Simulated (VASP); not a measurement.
Here is a VASP 6.6.1 calculation.

INCAR

```
SYSTEM = Si3S2
PREC = Accurate
ENCUT = 600
EDIFF = 1E-6
ISMEAR = 0
SIGMA = 0.1
LREAL = .False.
LASPH = .True.
NELM = 100
ALGO = Normal
ISIF = 3
LWAVE = .False.
LCHARG = .False.
GGA = PE
IBRION = 2
NSW = 100
EDIFFG = -0.01
```

The input KPOINTS:

```
Automatic mesh
0
Gamma
  12 12 8
  0 0 0
```

POSCAR

```
Si3S2
1.0
    4.3476836400      0.0000000000      0.0000000000
   -2.1738418200      3.7652044800      0.0000000000
    0.0000000000      0.0000000000      5.3387979600
Si S
3 2
Direct
    0.0000000000      0.0000000000      0.7454000100
    0.0000000000      0.0000000000      0.2545999900
    0.6666666700      0.3333333300      0.0000000000
    0.6666666700      0.3333333300      0.5000000000
    0.3333333300      0.6666666700      0.0000000000
```

Potentials or basis: VASP PAW PBE potentials, release 64 (Si, S).

Command:

```bash
$ cat potpaw_PBE.64/Si/POTCAR potpaw_PBE.64/S/POTCAR > POTCAR
$ mpirun -np 1 vasp_std > vasp.out
```

Question: What does it give for the relaxed volume?

Answer: 17.61 Å³/atom.

Question: What does it give for the band gap on the k mesh?

Answer: Zero (band 12 reaches 8.25 eV, above the bottom of band 13 at 6.06 eV).

Final structure:
```
CELL_PARAMETERS angstrom
4.52739 0.00000 0.00000
-2.26369 3.92083 0.00000
0.00000 0.00000 4.95940
ATOMIC_POSITIONS crystal
Si 0.00000 0.00000 0.75200
Si 0.00000 0.00000 0.24800
Si 0.66667 0.33333 0.00000
S 0.66667 0.33333 0.50000
S 0.33333 0.66667 0.00000
```
